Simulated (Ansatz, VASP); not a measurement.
## Al: VASP beside Ansatz

INCAR

```
SYSTEM = Al
PREC     = Accurate       ! precision mode
ENCUT    = 520            ! plane-wave cutoff, eV
EDIFF    = 1E-7           ! SCF threshold, eV
ISMEAR   = 0              ! smearing method
SIGMA    = 0.15           ! smearing width, eV
LREAL    = .FALSE.        ! projectors in reciprocal space
LASPH    = .TRUE.         ! aspherical terms in the spheres
NELM     = 100            ! most SCF steps
ALGO     = Fast           ! electronic algorithm
ISIF     = 2              ! what is computed and relaxed
LWAVE    = .FALSE.        ! write WAVECAR
LCHARG   = .FALSE.        ! write CHGCAR
GGA      = PS             ! functional
NBANDS   = 10             ! bands
```

KPOINTS

```
regular mesh
0
G
  18 18 10
  0 0 0
```

The input POSCAR:

```
Al
1.0
    2.8124553515      0.0000000000      0.0000000000
   -1.4062276757      2.4356577814      0.0000000000
    0.0000000000      0.0000000000      4.8668500000
Al
2
Direct
    0.6328541514      0.4257108429      0.7500000000
    0.3333333333      0.6666666667      0.2500000000
```

Input for Ansatz:

```yaml
crystal:
  lattice:
    - [2.8124553515, 0.0, 0.0]
    - [-1.4062276757, 2.4356577814, 0.0]
    - [0.0, 0.0, 4.86685]
  atoms:
    - { symbol: Al, position: [0.6328541514, 0.4257108429, 0.75] }
    - { symbol: Al, position: [0.3333333333, 0.6666666667, 0.25] }
basis:
  ecutwfc: 420
kpoints:
  mp_grid: { grid: [18, 18, 10] }
hamiltonian:
  xc: pbesol
scf:
  occupations: { method: gaussian, width: 0.15 }
output:
  forces: true
  stress: true
  eigenvalues: true
  write_density: true
  write_potential: true
  elf: true
  volumetric_format: npy
```

Alike in both runs: task single point; functional PBEsol; k mesh 18 × 18 × 10; occupations gaussian, width 0.15 eV; no spin polarisation.

|  | VASP | Ansatz |
| --- | --- | --- |
| version | VASP 6.6.1 | Ansatz 0.2.0 |
| potentials or method | VASP PAW PBE potentials, release 64 (Al), cutoff 520 eV | scalar-relativistic, plane waves, PAW |
| valence electrons in the cell | 6 | 6 |

|  | VASP | Ansatz | Ansatz less VASP |
| --- | --- | --- | --- |
| gap on the k mesh at the Fermi level (eV) | none | none | - |
| pressure (GPa) | -0.5 | -0.6 | -0.06 |
| traceless stress, the component that is largest in VASP (GPa) | -0.27 | -0.26 | +0.011 |
| rms of the force components (eV/Å) | 0.172 | 0.171 | -0.0010 |

VASP's potentials were made for PBE, not for PBEsol. Atom by atom the forces differ by 0.001 eV/Å (rms over components). A gap of «none» marks a metal or a gap that the smearing closes. The functional is the same, so the differences come from potentials, cutoffs and numerics.
